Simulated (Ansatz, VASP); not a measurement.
## MnO2 in VASP and in Ansatz

```
Mn O
1.0
     4.44254    0.00000    0.00000
     0.00000    4.44679    0.00000
     0.00000    0.00000    2.72081
Mn O
2 4
Direct
  0.00000 0.00000 0.00000
  0.50000 0.50000 0.50000
  0.79500 0.20431 0.50000
  0.70500 0.70431 0.00000
  0.29500 0.29569 0.00000
  0.20500 0.79569 0.50000
```

Alike in both runs: functional PBE; k mesh 8 × 8 × 12; occupations gaussian, width 0.01 eV; no spin polarisation.

Ansatz relaxed the structure, and its values are those at the end. VASP's run is a single point on that final structure, the one shown.

|  | VASP | Ansatz |
| --- | --- | --- |
| version | VASP 6.6.1 | Ansatz 0.2.0 |
| potentials or method | VASP PAW PBE potentials, release 64 (Mn_pv, O), cutoff 520 eV | scalar-relativistic, plane waves, PAW |
| valence electrons in the cell | 50 | 54 |

|  | VASP | Ansatz | Ansatz less VASP |
| --- | --- | --- | --- |
| gap on the k mesh at the Fermi level (eV) | none | none | - |
| pressure (GPa) | 1.2 | 0.0 | -1.15 |
| rms of the force components (eV/Å) | 0.010 | 0.001 | -0.0090 |

A gap of «none» marks a metal or a gap that the smearing closes. VASP's potentials hold 50 valence electrons a cell and Ansatz's 54, so a difference there can come from the potentials and not from the codes.
